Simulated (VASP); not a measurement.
# BaTe (P6_3/mmc) in VASP: a series of runs, part 2 of 2

VASP 6.6.1. The steps go on from the part before.

## (5) Relaxation of shape and atoms at fixed volume, PBE (45.95 Å³/atom)

This run uses another cell than the first one, of 45.95 Å³/atom.

Contents of INCAR:

```
  PREC = Accurate
  ENCUT = 600
  EDIFF = 1E-6
  ISMEAR = 0
  SIGMA = 0.02
  LREAL = F
  LASPH = T
  NELM = 60
  ALGO = Normal
  ISIF = 4
  LWAVE = F
  LCHARG = F
  GGA = PE
  IBRION = 2
  NSW = 50
  EDIFFG = -0.01
```

Contents of KPOINTS:

```
Automatic mesh
0
Gamma
  6 6 4
```

Contents of POSCAR:

```
BaTe
1.0
    4.9463451652      0.0000000000      0.0000000000
   -2.4731725826      4.2836605690      0.0000000000
    0.0000000000      0.0000000000      8.6749746034
Ba Te
2 2
Direct
    0.0000000000      0.0000000000      0.0000000000
    0.0000000000      0.0000000000      0.5000000000
    0.3333333333      0.6666666667      0.7500000000
    0.6666666667      0.3333333333      0.2500000000
```

Potentials or basis: VASP PAW PBE potentials, release 64 (Ba_sv, Te).

Command:

```bash
> cat potpaw_PBE.64/Ba_sv/POTCAR potpaw_PBE.64/Te/POTCAR > POTCAR
> mpirun -np 1 vasp_std > vasp.out
```

OUTCAR:

```text
PREC = Accurate
   ENCUT = 600
   EDIFF = 1E-6
   ISMEAR = 0
   LREAL = F
   LASPH = T
   NELM = 60
   ISIF = 4
   GGA = PE
   IBRION = 2
   NSW = 50
   EDIFFG = -0.01

 ion  position               nearest neighbor table
   1  0.000  0.000  0.000-   3 3.59   4 3.59   4 3.59   3 3.59   4 3.59   3 3.59   2 4.34   2 4.34

   2  0.000  0.000  0.500-   3 3.59   4 3.59   4 3.59   3 3.59   4 3.59   3 3.59   1 4.34   1 4.34

   3  0.333  0.667  0.750-   1 3.59   2 3.59   1 3.59   2 3.59   1 3.59   2 3.59
   4  0.667  0.333  0.250-   1 3.59   2 3.59   1 3.59   2 3.59   1 3.59   2 3.59
[... 732 lines left out ...]
  -------------------------------------------------------------------------------------
  Total       -0.5416311     -0.5416311     -0.5678562      0.0000000     -0.0000000      0.0000000
  in kB       -4.7211356     -4.7211356     -4.9497272      0.0000000     -0.0000000      0.0000000
  external PRESSURE =      -4.7973328 kB  Pullay stress =       0.0000000 kB

 VOLUME and BASIS-vectors are now :
 -----------------------------------------------------------------------------
  energy-cutoff  :      600.00
  volume of cell :      183.81
      direct lattice vectors                 reciprocal lattice vectors
     4.947583027  0.000000000  0.000000000     0.202118892  0.116693397 -0.000000000
    -2.473791514  4.284732589  0.000000000     0.000000000  0.233386794 -0.000000000
     0.000000000  0.000000000  8.670634270     0.000000000 -0.000000000  0.115331816

 POSITION                                       TOTAL-FORCE (eV/Angst)
 -----------------------------------------------------------------------------------
      0.00000      0.00000      0.00000         0.000000     -0.000000      0.000000
      0.00000      0.00000      4.33532         0.000000     -0.000000      0.000000
     -0.00000      2.85649      6.50298        -0.000000     -0.000000      0.000000
      2.47379      1.42824      2.16766         0.000000      0.000000     -0.000000
 -----------------------------------------------------------------------------------
    total drift:                                0.000000     -0.000000      0.000000

  FREE ENERGIE OF THE ION-ELECTRON SYSTEM (eV)
  ---------------------------------------------------
  free  energy   TOTEN  =       -16.9613836564 eV

  energy  without entropy=      -16.9613836564  energy(sigma->0) =      -16.96138366

 reached required accuracy - stopping structural energy minimisation
```

Wall time 56 s (1 thread of Intel Xeon 6975P-C (Granite Rapids), shared host); peak memory 0.38 GiB.

Results:

| Item | Value |
| --- | --- |
| Free energy | -16.9614 eV |
| Energy gained by relaxing | 0.0 meV/atom |
| Ionic steps | 2 |
| Pressure after relaxing | -0.5 GPa |
| Band gap on the k mesh | 1.71 eV (least direct gap 1.76 eV) |

Final structure:
```xyz
4
Lattice="4.9476 0.0000 0.0000 -2.4738 4.2847 0.0000 0.0000 0.0000 8.6706" Properties=species:S:1:pos:R:3 pbc="T T T"
Ba    0.0000    0.0000    0.0000
Ba    0.0000    0.0000    4.3353
Te    0.0000    2.8565    6.5030
Te    2.4738    1.4282    2.1677
```

Caveat: spin-orbit coupling is left out, which moves the levels of the heavy elements. A k mesh can miss the band edges.

## (6) Relaxation of shape and atoms at fixed volume, PBE (47.29 Å³/atom)

This run uses another cell than the first one, of 47.29 Å³/atom.

Contents of INCAR:

```
PREC = Accurate ; ENCUT = 600
EDIFF = 1E-6 ; ISMEAR = 0
SIGMA = 0.02 ; LREAL = False
LASPH = True ; NELM = 100
ALGO = Normal ; ISIF = 4
LWAVE = False ; LCHARG = False
GGA = PE ; IBRION = 2
NSW = 50 ; EDIFFG = -0.01
```

Contents of KPOINTS:

```
regular mesh
0
Gamma
  6 6 4
```

Contents of POSCAR:

```
BaTe
1.0
    4.9939090943      0.0000000000      0.0000000000
   -2.4969545471      4.3248521398      0.0000000000
    0.0000000000      0.0000000000      8.7583929381
Ba Te
2 2
Direct
    0.0000000000      0.0000000000      0.0000000000
    0.0000000000      0.0000000000      0.5000000000
    0.3333333333      0.6666666667      0.7500000000
    0.6666666667      0.3333333333      0.2500000000
```

Potentials or basis: VASP PAW PBE potentials, release 64 (Ba_sv, Te).

Command:

```bash
> cat potpaw_PBE.64/Ba_sv/POTCAR potpaw_PBE.64/Te/POTCAR > POTCAR
> mpirun -np 1 vasp_std > vasp.out
```

OUTCAR:

```text
PREC = Accurate
   ENCUT = 600
   EDIFF = 1E-6
   ISMEAR = 0
   LREAL = False
   LASPH = True
   NELM = 100
   ISIF = 4
   GGA = PE
   IBRION = 2
   NSW = 50
   EDIFFG = -0.01

 ion  position               nearest neighbor table
   1  0.000  0.000  0.000-   3 3.62   4 3.62   3 3.62   4 3.62   4 3.62   3 3.62   2 4.38   2 4.38

   2  0.000  0.000  0.500-   3 3.62   4 3.62   3 3.62   4 3.62   4 3.62   3 3.62   1 4.38   1 4.38

   3  0.333  0.667  0.750-   1 3.62   2 3.62   1 3.62   2 3.62   1 3.62   2 3.62
   4  0.667  0.333  0.250-   1 3.62   2 3.62   1 3.62   2 3.62   1 3.62   2 3.62

  LATTYP: Found a hexagonal cell.
 ALAT       =     4.9939090943
 C/A-ratio  =     1.7538150520

  Lattice vectors:

 A1 = (   4.9939090943,   0.0000000000,   0.0000000000)
 A2 = (  -2.4969545471,   4.3248521398,   0.0000000000)
 A3 = (   0.0000000000,   0.0000000000,   8.7583929381)

Analysis of symmetry for initial positions (statically):
=====================================================================
 Subroutine PRICEL returns:
 Original cell was already a primitive cell.

 Routine SETGRP: Setting up the symmetry group for a
 hexagonal supercell.

 Subroutine GETGRP returns: Found 24 space group operations
 (whereof 12 operations were pure point group operations)
 out of a pool of 24 trial point group operations.

The static configuration has the point symmetry D_3d.
 The point group associated with its full space group is D_6h.

Analysis of symmetry for dynamics (positions and initial velocities):
=====================================================================
 Subroutine PRICEL returns:
 Original cell was already a primitive cell.

 Routine SETGRP: Setting up the symmetry group for a
 hexagonal supercell.

 Subroutine GETGRP returns: Found 24 space group operations
 (whereof 12 operations were pure point group operations)
 out of a pool of 24 trial point group operations.

[... 107 lines left out ...]
   ISIF   =      4    stress and relaxation
   ISYM   =      2    0-nonsym 1-usesym 2-fastsym
   POTIM  = 0.5000    time-step for ionic-motion
   TEBEG  =    0.0;   TEEND  =   0.0 temperature during run
   PSTRESS=    0.0 pullay stress
   NELECT =      32.0000    total number of electrons
   NUPDOWN=      -1.0000    fix difference up-down
   EMIN   =  10.00;   EMAX   =-10.00  energy-range for DOS
   EFERMI =   0.00;   METHOD = LEGACY
   ISMEAR =     0;   SIGMA  =   0.02  broadening in eV -4-tet -1-fermi 0-gaus
   EFERMI_NEDOS =   21; number of points for ismear=-14 and -15
   IALGO  =     38    algorithm
   IMIX   =      4    mixing-type and parameters
     AMIX     =   0.40;   BMIX     =  1.00
     AMIX_MAG =   1.60;   BMIX_MAG =  1.00
  volume/ion in A,a.u.               =      47.29       319.13
  Fermi-wavevector in a.u.,A,eV,Ry     =   0.905412  1.710980 11.153650  0.819770
  Thomas-Fermi vector in A             =   2.028976
   LORBIT       =      0    0 simple, 1 ext, 2 COOP (PROOUT), +10 PAW based schemes
   GGA     = PE    functional components
   LHFCALC =     F    Hartree Fock is set to
   AEXX    =    0.0000 exact exchange contribution
   IVDW    =     0    specifies the selected vdW correction
   LEPSILON=     F    determine dielectric tensor
   LRPA    =     F    only Hartree local field effects (RPA)
 conjugate gradient relaxation of ions
 non-spin polarized calculation
 Gauss-broadening in eV      SIGMA  =   0.02
  energy-cutoff  :      600.00
  volume of cell :      189.16
 maximum number of plane-waves:      6354
 NGX is ok and might be reduce to    40
   NGX = 19   NGY = 19   NGZ = 35

--------------------------------------- Ionic step        1  -------------------------------------------

 number of electron      32.0000001 magnetization

 Free energy of the ion-electron system (eV)
  ---------------------------------------------------
  ext. energy  EPLUGINS =         0.00000000
  ---------------------------------------------------
  free energy    TOTEN  =       -16.93356663 eV

  energy without entropy =      -16.93356663  energy(sigma->0) =      -16.93356663

------------------------ aborting loop because EDIFF is reached ----------------------------------------

  FORCE on cell =-STRESS in cart. coord.  units (eV):
  Direction    XX          YY          ZZ          XY          YZ          ZX
  --------------------------------------------------------------------------------------
  -------------------------------------------------------------------------------------
  Total       -1.3213382     -1.3213382     -1.5110609     -0.0000000     -0.0000000      0.0000000
  in kB      -11.1914990    -11.1914990    -12.7984158     -0.0000000     -0.0000000      0.0000000
  external PRESSURE =     -11.7271379 kB  Pullay stress =       0.0000000 kB
[... 63 lines left out ...]
--------------------------------------- Ionic step        3  -------------------------------------------

 number of electron      32.0000001 magnetization

 Free energy of the ion-electron system (eV)
  ---------------------------------------------------
  ext. energy  EPLUGINS =         0.00000000
  ---------------------------------------------------
  free energy    TOTEN  =       -16.93382923 eV

  energy without entropy =      -16.93382923  energy(sigma->0) =      -16.93382923

 E-fermi :   1.9223     XC(G=0):  -7.8421

 val. band max:        1.7914854942   @ k =   0.0000   0.0000   0.0000
 cond. band min:       3.5459893369   @ k =   0.5000  -0.0000   0.0000
 fundamental gap:      1.7545038427
 Fermi energy:         1.9222581487

 k-point     1 :       0.0000    0.0000    0.0000
  band No.  band energies     occupation
      1     -25.6650      2.00000
      2     -25.6461      2.00000
      3     -11.1476      2.00000
      4     -10.8010      2.00000
      5     -10.8010      2.00000
      6     -10.7619      2.00000
[... 503 lines left out ...]
  FREE ENERGIE OF THE ION-ELECTRON SYSTEM (eV)
  ---------------------------------------------------
  free  energy   TOTEN  =       -16.9338292345 eV

  energy  without entropy=      -16.9338292345  energy(sigma->0) =      -16.93382923

 reached required accuracy - stopping structural energy minimisation
```

OSZICAR:

```text
N       E                     dE             d eps       ncg     rms          rms(c)
DAV:   1     0.235649744254E+03    0.23565E+03   -0.13525E+04   840   0.147E+03
DAV:   2     0.307530922264E+01   -0.23257E+03   -0.22743E+03  1156   0.236E+02
DAV:   3    -0.163488088196E+02   -0.19424E+02   -0.19351E+02  1080   0.777E+01
[... 18 lines left out ...]
       N       E                     dE             d eps       ncg     rms          rms(c)
DAV:   1    -0.169339057884E+02   -0.12911E-03   -0.92836E-03   884   0.527E-01    0.468E-02
DAV:   2    -0.169338550169E+02    0.50772E-04   -0.97138E-05  1056   0.564E-02    0.270E-02
DAV:   3    -0.169338289318E+02    0.26085E-04   -0.69916E-05   976   0.506E-02    0.534E-03
DAV:   4    -0.169338292345E+02   -0.30278E-06   -0.16379E-06   776   0.670E-03
   3 F= -.16933829E+02 E0= -.16933829E+02  d E =-.262600E-03
```

Run time: 76 s. Hardware: 1 thread of Intel Xeon 6975P-C (Granite Rapids), shared host; peak memory 0.39 GiB.

What came out:

- Free energy: -16.9338 eV
- Energy gained by relaxing: 0.1 meV/atom
- Ionic steps: 3
- Pressure after relaxing: -1.2 GPa
- Band gap on the k mesh: 1.75 eV (least direct gap 1.80 eV)

The path:
| step | energy change (eV) | largest force (eV/Å) | pressure (GPa) | volume (Å³) |
| --- | --- | --- | --- | --- |
| 1 | 0.0000 | 0.0000 | -1.17 | 189.16 |
| 2 | -0.0002 | 0.0000 | -1.17 | 189.16 |
| 3 | -0.0003 | 0.0000 | -1.16 | 189.16 |

Final structure:
```cif
data_structure
_symmetry_space_group_name_H-M 'P 1'
_symmetry_Int_Tables_number 1
_cell_length_a 5.0000
_cell_length_b 5.0000
_cell_length_c 8.7370
_cell_angle_alpha 90.000
_cell_angle_beta 90.000
_cell_angle_gamma 120.000
_cell_volume 189.16
loop_
_atom_site_label
_atom_site_type_symbol
_atom_site_fract_x
_atom_site_fract_y
_atom_site_fract_z
_atom_site_occupancy
Ba1 Ba 0.00000 0.00000 0.00000 1
Ba2 Ba 0.00000 0.00000 0.50000 1
Te1 Te 0.33333 0.66667 0.75000 1
Te2 Te 0.66667 0.33333 0.25000 1
```

Levels at points of the mesh, in eV from the valence-band top:
| k point | band 14 | band 15 | band 16 | band 17 | band 18 | band 19 |
| --- | --- | --- | --- | --- | --- | --- |
| (0.00, 0.00, 0.00) | -0.23 | 0.00 | 0.00 | 1.80 | 2.50 | 3.05 |
| (0.50, 0.00, 0.00) | -0.99 | -0.75 | -0.36 | 1.75 | 2.98 | 4.31 |
| (0.00, 0.00, 0.50) | -0.51 | -0.51 | -0.51 | 2.96 | 2.96 | 3.53 |
| (0.50, 0.00, 0.50) | -0.91 | -0.70 | -0.70 | 2.51 | 2.51 | 4.02 |

Caveat: spin-orbit coupling is left out, which moves the levels of the heavy elements.

## (7) Relaxation of shape and atoms at fixed volume, PBE (49.08 Å³/atom)

This run uses another cell than the first one, of 49.08 Å³/atom.

Contents of INCAR:

```
SYSTEM = BaTe
  ALGO = Normal
  EDIFF = 1E-7
  EDIFFG = -0.01
  ENCUT = 600
  GGA = PE
  IBRION = 2
  ISIF = 4
  ISMEAR = 0
  LASPH = .TRUE.
  LCHARG = .FALSE.
  LREAL = .FALSE.
  LWAVE = .FALSE.
  NELM = 60
  NSW = 50
  PREC = Accurate
  SIGMA = 0.02
```

Contents of KPOINTS:

```
k-points
0
G
  6 6 4
  0 0 0
```

Contents of POSCAR:

```
BaTe
1.0
    5.0643472287      0.0000000000      0.0000000000
   -2.5321736143      4.3858533537      0.0000000000
    0.0000000000      0.0000000000      8.8378283218
Ba Te
2 2
Direct
    0.0000000000      0.0000000000      0.0000000000
    0.0000000000      0.0000000000      0.5000000000
    0.3333333333      0.6666666667      0.7500000000
    0.6666666667      0.3333333333      0.2500000000
```

Potentials or basis: VASP PAW PBE potentials, release 64 (Ba_sv, Te).

Command:

```bash
> cat potpaw_PBE.64/Ba_sv/POTCAR potpaw_PBE.64/Te/POTCAR > POTCAR
> mpirun -np 1 vasp_std > vasp.out
```

OUTCAR:

```text
SYSTEM = BaTe
   EDIFF = 1E-7
   EDIFFG = -0.01
   ENCUT = 600
   GGA = PE
   IBRION = 2
   ISIF = 4
   ISMEAR = 0
   LASPH = .TRUE.
   LREAL = .FALSE.
   NELM = 60
   NSW = 50
   PREC = Accurate

 ion  position               nearest neighbor table
   1  0.000  0.000  0.000-   3 3.66   4 3.66   4 3.66   3 3.66   4 3.66   3 3.66   2 4.42   2 4.42

   2  0.000  0.000  0.500-   3 3.66   4 3.66   4 3.66   3 3.66   4 3.66   3 3.66   1 4.42   1 4.42
[... 732 lines left out ...]
  Direction    XX          YY          ZZ          XY          YZ          ZX
  --------------------------------------------------------------------------------------
  -------------------------------------------------------------------------------------
  Total       -2.3398979     -2.3398979     -2.3934295     -0.0000000      0.0000000     -0.0000000
  in kB      -19.0978447    -19.0978447    -19.5347602     -0.0000000      0.0000000     -0.0000000
  external PRESSURE =     -19.2434832 kB  Pullay stress =       0.0000000 kB

 VOLUME and BASIS-vectors are now :
 -----------------------------------------------------------------------------
  energy-cutoff  :      600.00
  volume of cell :      196.30
      direct lattice vectors                 reciprocal lattice vectors
     5.066779953 -0.000000000 -0.000000000     0.197364008  0.113948163 -0.000000000
    -2.533389976  4.387960154  0.000000000     0.000000000  0.227896326 -0.000000000
     0.000000000  0.000000000  8.829343708     0.000000000  0.000000000  0.113258701

 POSITION                                       TOTAL-FORCE (eV/Angst)
 -----------------------------------------------------------------------------------
      5.06678     -0.00000     -0.00000        -0.000000      0.000000      0.000000
      5.06678     -0.00000      4.41467        -0.000000      0.000000      0.000000
     -0.00000      2.92531      6.62201        -0.000000     -0.000000      0.000000
      2.53339      1.46265      2.20734         0.000000      0.000000     -0.000000
 -----------------------------------------------------------------------------------
    total drift:                                0.000000     -0.000000     -0.000000

  FREE ENERGIE OF THE ION-ELECTRON SYSTEM (eV)
  ---------------------------------------------------
  free  energy   TOTEN  =       -16.8647256502 eV

  energy  without entropy=      -16.8647256502  energy(sigma->0) =      -16.86472565

 reached required accuracy - stopping structural energy minimisation
```

CONTCAR:

```text
BaTe
   1.00000000000000
     5.0667799525722010   -0.0000000000016168   -0.0000000000000000
    -2.5333899762374767    4.3879601543711688    0.0000000000000000
     0.0000000000000000    0.0000000000000000    8.8293437084158306
  Ba              Te
     2     2
Direct
     1.0000000000000000    0.0000000000000000    0.0000000000000000
     1.0000000000000000    0.0000000000000000    0.5000000000000000
     0.3333333332999970    0.6666666667000030    0.7500000000000000
     0.6666666667000030    0.3333333332999970    0.2500000000000000

  0.00000000E+00  0.00000000E+00  0.00000000E+00
  0.00000000E+00  0.00000000E+00  0.00000000E+00
  0.00000000E+00  0.00000000E+00  0.00000000E+00
  0.00000000E+00  0.00000000E+00  0.00000000E+00
```

It took 59 s on 1 thread of Intel Xeon 6975P-C (Granite Rapids), shared host; peak memory 0.39 GiB.

Results:

```yaml
Free_energy: -16.8647 eV
Energy_gained_by_relaxing: 0.0 meV/atom
Ionic_steps: 2
Pressure_after_relaxing: -1.9 GPa
Band_gap_on_the_k_mesh: 1.80 eV (least direct gap 1.85 eV)
```

Final structure:
```
Ba Te
1.0
     5.06678    0.00000    0.00000
    -2.53339    4.38796    0.00000
     0.00000    0.00000    8.82934
Ba Te
2 2
Direct
  0.00000 0.00000 0.00000
  0.00000 0.00000 0.50000
  0.33333 0.66667 0.75000
  0.66667 0.33333 0.25000
```

Caveat: spin-orbit coupling is left out, which moves the levels of the heavy elements.

## (8) Summary

| task | level | cell | k mesh | cutoff (eV) | smearing | gap on the mesh (eV) | pressure (GPa) |
| --- | --- | --- | --- | --- | --- | --- | --- |
| single point | r2SCAN | a = 4.898, b = 4.898, c = 8.590 Å, angles 90.0, 90.0, 120.0°, 4 atoms, atomic positions A | 6 × 6 × 4 | 520 | gaussian 0.02 eV | 2.05 | 0.3 |
| single point | PBE | a = 4.898, b = 8.483, c = 8.590 Å, 8 atoms, atomic positions B | 4 × 2 × 2 | 520 | gaussian 0.1 eV | 1.67 | 0.3 |
| relaxation of shape and atoms at fixed volume | PBE | relaxed from a = 4.848, b = 4.848, c = 8.503 Å, angles 90.0, 90.0, 120.0°, 4 atoms, atomic positions A | 6 × 6 × 4 | 600 | gaussian 0.02 eV | 1.62 | 1.3 |
| relaxation of shape and atoms at fixed volume | PBE | relaxed from a = 4.946, b = 4.946, c = 8.675 Å, angles 90.0, 90.0, 120.0°, 4 atoms, atomic positions A | 6 × 6 × 4 | 600 | gaussian 0.02 eV | 1.71 | -0.5 |
| relaxation of shape and atoms at fixed volume | PBE | relaxed from a = 4.994, b = 4.994, c = 8.758 Å, angles 90.0, 90.0, 120.0°, 4 atoms, atomic positions A | 6 × 6 × 4 | 600 | gaussian 0.02 eV | 1.75 | -1.2 |
| relaxation of shape and atoms at fixed volume | PBE | relaxed from a = 5.064, b = 5.064, c = 8.838 Å, angles 90.0, 90.0, 120.0°, 4 atoms, atomic positions A | 6 × 6 × 4 | 600 | gaussian 0.02 eV | 1.80 | -1.9 |

Alike in all rows: potentials or basis VASP PAW PBE potentials, release 64 (Ba_sv, Te); no spin polarisation.

Caveats: spin-orbit coupling is left out, which moves the levels of the heavy elements; the PAW data sets were made with another functional, which shifts forces and pressure a little (at least some runs).

Total energies depend on the potentials used, so only differences within one code and one set of settings carry meaning.
